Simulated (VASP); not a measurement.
Write the native input for VASP 6.6.1 that does the following.

| Quantity | Value |
| --- | --- |
| Task | single point |
| Functional | r2SCAN |
| Potentials or basis | VASP PAW PBE potentials, release 64 (Al, Cu) |
| Cutoff | 520 eV |
| k mesh | 6 × 6 × 2 |
| Occupations | gaussian, width 0.1 eV |
| Spin | no spin polarisation |
| Dipole correction | no |
| Further INCAR settings | ALGO = Normal; EDIFF = 1e-06; NBANDS = 18 |

The system is Al3Cu.

```xyz
4
Lattice="2.7839 0.0000 0.0000 0.0000 2.7839 0.0000 0.0000 0.0000 7.5005" Properties=species:S:1:pos:R:3 pbc="T T T"
Al    0.0000    0.0000    3.7502
Al    1.3919    1.3919    1.6801
Al    1.3919    1.3919    5.8204
Cu    0.0000    0.0000    0.0000
```

One way to write it, as run:

POSCAR

```
Al3Cu
1.0
    2.7838957935      0.0000000000      0.0000000000
    0.0000000000      2.7838957935      0.0000000000
    0.0000000000      0.0000000000      7.5004534504
Al Cu
3 1
Direct
    0.0000000000      0.0000000000      0.5000000000
    0.5000000000      0.5000000000      0.2240001586
    0.5000000000      0.5000000000      0.7759998414
    0.0000000000      0.0000000000      0.0000000000
```

INCAR.step1

```
PREC     = Accurate       # precision mode
ENCUT    = 520            # plane-wave cutoff, eV
ISMEAR   = 0              # smearing method
SIGMA    = 0.1            # smearing width, eV
LREAL    = F              # projectors in reciprocal space
LASPH    = T              # aspherical terms in the spheres
NELM     = 60             # most SCF steps
NBANDS   = 18             # bands
GGA      = PE             # functional
ALGO     = Normal         # electronic algorithm
EDIFF    = 1E-4           # SCF threshold, eV
LWAVE    = T              # write WAVECAR
LCHARG   = F              # write CHGCAR
```

INCAR.step2

```
PREC     = Accurate       # precision mode
ENCUT    = 520            # plane-wave cutoff, eV
EDIFF    = 1E-6           # SCF threshold, eV
ISMEAR   = 0              # smearing method
SIGMA    = 0.1            # smearing width, eV
LREAL    = F              # projectors in reciprocal space
LASPH    = T              # aspherical terms in the spheres
NELM     = 60             # most SCF steps
ALGO     = Normal         # electronic algorithm
ISIF     = 2              # what is computed and relaxed
LWAVE    = F              # write WAVECAR
LCHARG   = F              # write CHGCAR
METAGGA  = R2SCAN         # meta-GGA
LMIXTAU  = T            
NBANDS   = 18             # bands
ISTART   = 1
```

KPOINTS

```
Automatic mesh
0
Gamma
  6 6 2
```

Potentials or basis: VASP PAW PBE potentials, release 64 (Al, Cu).

Run with:

```bash
$ cat potpaw_PBE.64/Al/POTCAR potpaw_PBE.64/Cu/POTCAR > POTCAR
$ cp INCAR.step1 INCAR
$ mpirun -np 1 vasp_std > vasp.out
$ cp INCAR.step2 INCAR
$ mpirun -np 1 vasp_std > vasp.out
```

Results of the run:

| Item | Value |
| --- | --- |
| Pressure | -0.3 GPa |
| Largest force | 0.019 eV/Å |
| Band gap on the k mesh | zero (bands 10 and 11 overlap by 6.64 eV) |

Caveat: the k points lie up to 0.42 Å⁻¹ apart, too coarse for converged energies and pressures of a metal; the PAW data sets were made with another functional, which shifts forces and pressure a little.

Wall time 36 s on 1 thread of Intel(R) Xeon(R) 6975P-C (Granite Rapids) (shared host), peak memory 0.18 GiB.
